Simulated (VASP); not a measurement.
# Cu (I4/mmm) in VASP: further runs

The runs below take Cu through single point, with PBEsol.

Program: VASP 6.6.1. These are calculated values, not measurements. Logs are shortened: lines on timing, memory, paths and dates and some standing lists are left out, and cuts for length are marked.

### 1 The cell of the first run

The structure is tetragonal, space group I4/mmm (No. 139). Conventional cell: a = 2.556 Å, b = 2.556 Å, c = 3.434 Å, α = 90.00°, β = 90.00°, γ = 90.00°. Within 3.3 Å of Cu (site symmetry 4/mmm) lie 12 Cu at 2.49 to 2.56 Å.

### 2 Single point, PBEsol (strain +0.000 along x and y, -0.050 along z)

INCAR reads:

```
  ALGO = Fast
  EDIFF = 1E-6
  ENCUT = 520
  GGA = PS
  ISIF = 2
  ISMEAR = 0
  LASPH = T
  LCHARG = F
  LREAL = F
  LWAVE = F
  NBANDS = 12
  NELM = 80
  PREC = Accurate
  SIGMA = 0.15
```

KPOINTS reads:

```
k-points
0
Gamma
  22 22 22
```

POSCAR reads:

```
Cu
1.0
    0.0000000000      1.8075000000      1.7171250000
    1.8075000000      0.0000000000      1.7171250000
    1.8075000000      1.8075000000      0.0000000000
Cu
1
Direct
    0.0000000000      0.0000000000      0.0000000000
```

Potentials or basis: VASP PAW PBE potentials, release 64 (Cu).

Run with:

```sh
$ cat potpaw_PBE.64/Cu/POTCAR > POTCAR
$ mpirun -np 1 vasp_std > vasp.out
```

OUTCAR:

```text
EDIFF = 1E-6
   ENCUT = 520
   GGA = PS
   ISIF = 2
   ISMEAR = 0
   LASPH = T
   LREAL = F
   NELM = 80
   PREC = Accurate

 ion  position               nearest neighbor table
   1  0.000  0.000  0.000-

  LATTYP: Found a body centered tetragonal cell.
 ALAT       =     2.5561910140
 C/A-ratio  =     1.3435028843

  Lattice vectors:

 A1 = (   0.0000000000,  -1.8075000000,  -1.7171250000)
 A2 = (   0.0000000000,   1.8075000000,  -1.7171250000)
 A3 = (   1.8075000000,   0.0000000000,   1.7171250000)

Analysis of symmetry for initial positions (statically):
=====================================================================
 Subroutine PRICEL returns:
 Original cell was already a primitive cell.

 Routine SETGRP: Setting up the symmetry group for a
 body centered tetragonal supercell.

 Subroutine GETGRP returns: Found 16 space group operations
 (whereof 16 operations were pure point group operations)
 out of a pool of 16 trial point group operations.

The static configuration has the point symmetry D_4h.

Analysis of symmetry for dynamics (positions and initial velocities):
=====================================================================
 Subroutine PRICEL returns:
 Original cell was already a primitive cell.

 Routine SETGRP: Setting up the symmetry group for a
 body centered tetragonal supercell.

 Subroutine GETGRP returns: Found 16 space group operations
 (whereof 16 operations were pure point group operations)
 out of a pool of 16 trial point group operations.

The dynamic configuration has the point symmetry D_4h.

 Subroutine INISYM returns: Found 16 space group operations
 (whereof 16 operations are pure point group operations),
 and found     1 'primitive' translations

----------------------------------------------------------------------------------------

                                     Primitive cell

  volume of cell :      11.2199

  direct lattice vectors                    reciprocal lattice vectors
     0.000000000  1.807500000  1.717125000    -0.276625173  0.276625173  0.291184393
     1.807500000  0.000000000  1.717125000     0.276625173 -0.276625173  0.291184393
     1.807500000  1.807500000  0.000000000     0.276625173  0.276625173 -0.291184393

  length of vectors
     2.493105396  2.493105396  2.556191014     0.487679529  0.487679529  0.487679529

  position of ions in fractional coordinates (direct lattice)
     0.000000000  0.000000000  0.000000000

  ion indices of the primitive-cell ions
   primitive index   ion index
                 1           1

----------------------------------------------------------------------------------------

 KPOINTS: k-points

Automatic generation of k-mesh.
 Grid dimensions read from file:
 generate k-points for:   22   22   22

 Generating k-lattice:

  Cartesian coordinates                     Fractional coordinates (reciprocal lattice)
    -0.012573871  0.012573871  0.013235654     0.045454545  0.000000000  0.000000000
     0.012573871 -0.012573871  0.013235654     0.000000000  0.045454545  0.000000000
     0.012573871  0.012573871 -0.013235654     0.000000000  0.000000000  0.045454545

  Length of vectors
     0.022167251  0.022167251  0.022167251

  Shift w.r.t. Gamma in fractional coordinates (k-lattice)
     0.000000000  0.000000000  0.000000000

 Subroutine IBZKPT returns following result:
 ===========================================

 Found    834 irreducible k-points:

 Following reciprocal coordinates:
            Coordinates               Weight
  0.000000  0.000000  0.000000      1.000000
  0.045455 -0.000000  0.000000      8.000000
  0.090909 -0.000000  0.000000      8.000000
  0.136364 -0.000000  0.000000      8.000000
  0.181818  0.000000  0.000000      8.000000
  0.227273 -0.000000  0.000000      8.000000
[... 16 lines left out ...]
  0.500000  0.045455  0.000000      8.000000
 -0.454545  0.045455  0.000000      8.000000
 [... further k-points ...]
   k-points           NKPTS =    834   k-points in BZ     NKDIM =    834   number of bands    NBANDS=     12
   number of dos      NEDOS =    301   number of ions     NIONS =      1
   total plane-waves  NPLWV =   8000
   dimension x,y,z NGX =    20 NGY =   20 NGZ =   20
   dimension x,y,z NGXF=    40 NGYF=   40 NGZF=   40
   ions per type =               1
   NGX,Y,Z   is equivalent  to a cutoff of  13.34, 13.34, 13.01 a.u.
   NGXF,Y,Z  is equivalent  to a cutoff of  26.67, 26.67, 26.01 a.u.
 SYSTEM =  unknown system
   PREC   = accura    normal or accurate (medium, high low for compatibility)
   ISTART =      0    job   : 0-new  1-cont  2-samecut
   ICHARG =      2    charge: 1-file 2-atom 10-const
   ISPIN  =      1    spin polarized calculation?
   LNONCOLLINEAR =      F non collinear calculations
   LSORBIT =      F    spin-orbit coupling
   LASPH  =      T    aspherical Exc in radial PAW
   ENCUT  =  520.0 eV  38.22 Ry    6.18 a.u.   4.64  4.64  4.75*2*pi/ulx,y,z
   NELM   =     80;   NELMIN=  2; NELMDL= -5     # of ELM steps
   EDIFF  = 0.1E-05   stopping-criterion for ELM
   LREAL  =      F    real-space projection
   EDIFFG = 0.1E-04   stopping-criterion for IOM
   NSW    =      0    number of steps for IOM
   IBRION =     -1    ionic relax: 0-MD 1-quasi-New 2-CG
   NFREE  =      0    steps in history (QN), initial steepest desc. (CG)
   ISIF   =      2    stress and relaxation
   ISYM   =      2    0-nonsym 1-usesym 2-fastsym
   POTIM  = 0.5000    time-step for ionic-motion
   TEBEG  =    0.0;   TEEND  =   0.0 temperature during run
   PSTRESS=    0.0 pullay stress
   NELECT =      11.0000    total number of electrons
   NUPDOWN=      -1.0000    fix difference up-down
   EMIN   =  10.00;   EMAX   =-10.00  energy-range for DOS
   EFERMI =   0.00;   METHOD = LEGACY
   ISMEAR =     0;   SIGMA  =   0.15  broadening in eV -4-tet -1-fermi 0-gaus
   EFERMI_NEDOS =   21; number of points for ismear=-14 and -15
   IALGO  =     68    algorithm
   IMIX   =      4    mixing-type and parameters
     AMIX     =   0.40;   BMIX     =  1.00
     AMIX_MAG =   1.60;   BMIX_MAG =  1.00
  volume/ion in A,a.u.               =      11.22        75.72
  Fermi-wavevector in a.u.,A,eV,Ry     =   1.626333  3.073324 35.986865  2.644960
  Thomas-Fermi vector in A             =   2.719310
   LORBIT       =      0    0 simple, 1 ext, 2 COOP (PROOUT), +10 PAW based schemes
   GGA     = PS    functional components
   LHFCALC =     F    Hartree Fock is set to
   AEXX    =    0.0000 exact exchange contribution
   IVDW    =     0    specifies the selected vdW correction
   LEPSILON=     F    determine dielectric tensor
   LRPA    =     F    only Hartree local field effects (RPA)
 non-spin polarized calculation
 RMM-DIIS sequential band-by-band and
 Gauss-broadening in eV      SIGMA  =   0.15
  energy-cutoff  :      520.00
  volume of cell :       11.22
 maximum number of plane-waves:       319
   NGX =  9   NGY =  9   NGZ =  9

 number of electron      11.0000004 magnetization

 Free energy of the ion-electron system (eV)
  ---------------------------------------------------
  ext. energy  EPLUGINS =         0.00000000
  ---------------------------------------------------
  free energy    TOTEN  =        -4.30644950 eV

  energy without entropy =       -4.30365111  energy(sigma->0) =       -4.30505031

 E-fermi :   8.0529     XC(G=0): -13.2098

 val. band max:        8.0061977842   @ k =  -0.3182   0.1818   0.1364
 cond. band min:       8.0553551656   @ k =   0.5000   0.1364   0.3182
 fundamental gap:      0.0491573815
 Fermi energy:         8.0528621476

 k-point     1 :       0.0000    0.0000    0.0000
  band No.  band energies     occupation
      1      -1.7362      2.00000
      2       4.7836      2.00000
      3       4.7836      2.00000
      4       5.0390      2.00000
      5       5.6259      2.00000
      6       5.8847      2.00000
      7      31.0964      0.00000
      8      33.9853      0.00000
      9      33.9853      0.00000
     10      34.2898      0.00000
     11      36.5151      0.00000
     12      36.6842      0.00000

 k-point     2 :       0.0455   -0.0000    0.0000
  band No.  band energies     occupation
      1      -1.6578      2.00000
      2       4.7784      2.00000
      3       4.7993      2.00000
      4       5.0417      2.00000
      5       5.6217      2.00000
      6       5.8764      2.00000
      7      30.7365      0.00000
      8      32.9054      0.00000
      9      33.7125      0.00000
     10      33.9474      0.00000
     11      36.9295      0.00000
     12      37.0532      0.00000

 k-point     3 :       0.0909   -0.0000    0.0000
  band No.  band energies     occupation
      1      -1.4246      2.00000
      2       4.7545      2.00000
      3       4.8414      2.00000
      4       5.0580      2.00000
      5       5.6139      2.00000
      6       5.8547      2.00000
      7      29.1375      0.00000
      8      32.0406      0.00000
      9      33.1466      0.00000
     10      33.4445      0.00000
     11      37.7768      0.00000
     12      37.8467      0.00000
[... 286 lines left out ...]
 k-point    23 :       0.5000    0.0455    0.0000
  band No.  band energies     occupation
      1       2.7051      2.00000
      2       4.7208      2.00000
      3       4.9356      2.00000
      4       5.9721      2.00000
      5       6.4338      2.00000
      6       7.2502      2.00000
      7      12.1341      0.00000
      8      28.9129      0.00000
      9      29.3666      0.00000
     10      31.1881      0.00000
     11      33.8851      0.00000
     12      35.2743      0.00000

 k-point    24 :      -0.4545    0.0455    0.0000
  band No.  band energies     occupation
      1       2.6861      2.00000
      2       4.7231      2.00000
      3       4.9372      2.00000
      4       5.9635      2.00000
      5       6.3972      2.00000
      6       7.1129      2.00000
      7      12.3820      0.00000
      8      29.0271      0.00000
      9      29.7631      0.00000
     10      30.6815      0.00000
     11      33.6017      0.00000
     12      35.4937      0.00000

 [... further k-points ...]

------------------------ aborting loop because EDIFF is reached ----------------------------------------

  FORCE on cell =-STRESS in cart. coord.  units (eV):
  Direction    XX          YY          ZZ          XY          YZ          ZX
  --------------------------------------------------------------------------------------
  -------------------------------------------------------------------------------------
  Total        0.0876609      0.0876609      0.2828475      0.0000000     -0.0000000      0.0000000
  in kB       12.5178026     12.5178026     40.3900532      0.0000000     -0.0000000      0.0000000
  external PRESSURE =      21.8085528 kB  Pullay stress =       0.0000000 kB

 VOLUME and BASIS-vectors are now :
 -----------------------------------------------------------------------------
  energy-cutoff  :      520.00
  volume of cell :       11.22
      direct lattice vectors                 reciprocal lattice vectors
     0.000000000  1.807500000  1.717125000    -0.276625173  0.276625173  0.291184393
     1.807500000  0.000000000  1.717125000     0.276625173 -0.276625173  0.291184393
     1.807500000  1.807500000  0.000000000     0.276625173  0.276625173 -0.291184393

 POSITION                                       TOTAL-FORCE (eV/Angst)
 -----------------------------------------------------------------------------------
      0.00000      0.00000      0.00000         0.000000      0.000000      0.000000
 -----------------------------------------------------------------------------------
    total drift:                                0.000000      0.000000      0.000000

  FREE ENERGIE OF THE ION-ELECTRON SYSTEM (eV)
  ---------------------------------------------------
  free  energy   TOTEN  =        -4.3064494996 eV

  energy  without entropy=       -4.3036511132  energy(sigma->0) =       -4.30505031
```

Wall time 76 s (1 thread of Intel Xeon Platinum 8375C at 2.90GHz (Ice Lake), shared host); peak memory 0.21 GiB.

What came out:

```
Free energy : -4.3064 eV
Pressure    : 2.2 GPa
```

Stress tensor (GPa, compression positive):
```
1.25 0.00 0.00
0.00 1.25 0.00
0.00 0.00 4.04
```

Levels at points of the mesh, in eV from the Fermi level:
```csv
k point,band 3,band 4,band 5,band 6,band 7,band 8,band 9,band 10
"(0.00, 0.00, 0.00)",-3.27,-3.01,-2.43,-2.17,23.04,25.93,25.93,26.24
"(0.50, 0.00, 0.00)",-3.08,-1.73,-1.62,-1.19,4.01,21.05,21.98,24.18
"(0.50, 0.50, 0.00)",-1.69,-1.51,-1.51,2.21,8.40,12.61,12.61,17.40
"(0.50, 0.00, 0.50)",-1.70,-1.61,-1.45,1.04,7.00,13.86,13.91,18.46
```

Caveat: the cell differs from its parent crystal (strain +0.000 along x and y, -0.050 along z); the PAW data sets were made with another functional, which shifts forces and pressure a little.

### 3 Single point, PBEsol (strain +0.025 along x and y, -0.050 along z)

INCAR reads:

```
PREC = Accurate
ENCUT = 520
EDIFF = 1E-6
ISMEAR = 0
SIGMA = 0.15
LREAL = False
LASPH = True
NELM = 100
ALGO = Normal
ISIF = 2
LWAVE = False
LCHARG = False
GGA = PS
NBANDS = 12
```

KPOINTS reads:

```
regular mesh
0
Gamma
  22 22 22
```

POSCAR reads:

```
Cu
1.0
    0.0000000000      1.8526875000      1.7171250000
    1.8526875000      0.0000000000      1.7171250000
    1.8526875000      1.8526875000      0.0000000000
Cu
1
Direct
    0.0000000000      0.0000000000      0.0000000000
```

Potentials or basis: VASP PAW PBE potentials, release 64 (Cu).

Run with:

```sh
$ cat potpaw_PBE.64/Cu/POTCAR > POTCAR
$ mpirun -np 1 vasp_std > vasp.out
```

Run time: 64 s. Hardware: 1 thread of Intel Xeon Platinum 8488C (Sapphire Rapids), shared host; peak memory 0.22 GiB.

Results (log left out):

```yaml
Free_energy: -4.2969 eV
Pressure: -5.4 GPa
```

Stress tensor (GPa, compression positive):
```
-6.49  0.00  0.00
 0.00 -6.49  0.00
 0.00  0.00 -3.21
```

Levels at points of the mesh, in eV from the Fermi level:
```tsv
k point	band 4	band 5	band 6	band 7	band 8	band 9
(0.00, 0.00, 0.00)	-2.79	-2.38	-2.04	22.72	25.18	25.18
(0.50, 0.00, 0.00)	-1.70	-1.55	-1.02	3.78	20.34	20.85
(0.50, 0.50, 0.00)	-1.47	-1.47	2.62	8.50	11.88	11.88
(0.50, 0.00, 0.50)	-1.61	-1.39	0.94	6.46	13.68	13.79
```

Caveat: the cell differs from its parent crystal (strain +0.025 along x and y, -0.050 along z); the PAW data sets were made with another functional, which shifts forces and pressure a little.

### 4 Single point, PBEsol (strain +0.025 along x and y, -0.025 along z)

INCAR reads:

```
PREC = Accurate ; ENCUT = 520
EDIFF = 1E-6 ; ISMEAR = 0
SIGMA = 0.15 ; LREAL = F
LASPH = T ; NELM = 60
ALGO = Normal ; ISIF = 2
LWAVE = F ; LCHARG = T
GGA = PS ; LELF = T
LVHAR = T ; NBANDS = 12
```

KPOINTS is that of step 3.

POSCAR reads:

```
Cu
1.0
    0.0000000000      1.8526875000      1.7623125000
    1.8526875000      0.0000000000      1.7623125000
    1.8526875000      1.8526875000      0.0000000000
Cu
1
Direct
    0.0000000000      0.0000000000      0.0000000000
```

Run with:

```sh
$ cat potpaw_PBE.64/Cu/POTCAR > POTCAR
$ mpirun -np 1 vasp_std > vasp.out
```

It took 64 s on 1 thread of Intel Xeon Platinum 8488C (Sapphire Rapids), shared host; peak memory 0.23 GiB.

It converged, with:

```yaml
Free_energy: -4.2869 eV
Pressure: -8.8 GPa
```

Stress tensor (GPa, compression positive):
```
-9.54  0.00  0.00
 0.00 -9.54  0.00
 0.00  0.00 -7.25
```

Levels at points of the mesh, in eV from the Fermi level:
| k point | band 4 | band 5 | band 6 | band 7 | band 8 | band 9 |
| --- | --- | --- | --- | --- | --- | --- |
| (0.00, 0.00, 0.00) | -2.79 | -2.26 | -2.03 | 22.45 | 24.80 | 24.80 |
| (0.50, 0.00, 0.00) | -1.64 | -1.54 | -0.95 | 3.64 | 20.43 | 20.87 |
| (0.50, 0.50, 0.00) | -1.45 | -1.45 | 2.22 | 7.83 | 12.09 | 12.09 |
| (0.50, 0.00, 0.50) | -1.54 | -1.39 | 1.15 | 6.51 | 13.23 | 13.33 |

Caveat: the cell differs from its parent crystal (strain +0.025 along x and y, -0.025 along z); the PAW data sets were made with another functional, which shifts forces and pressure a little.

(Part 1 of 2 ends here.)
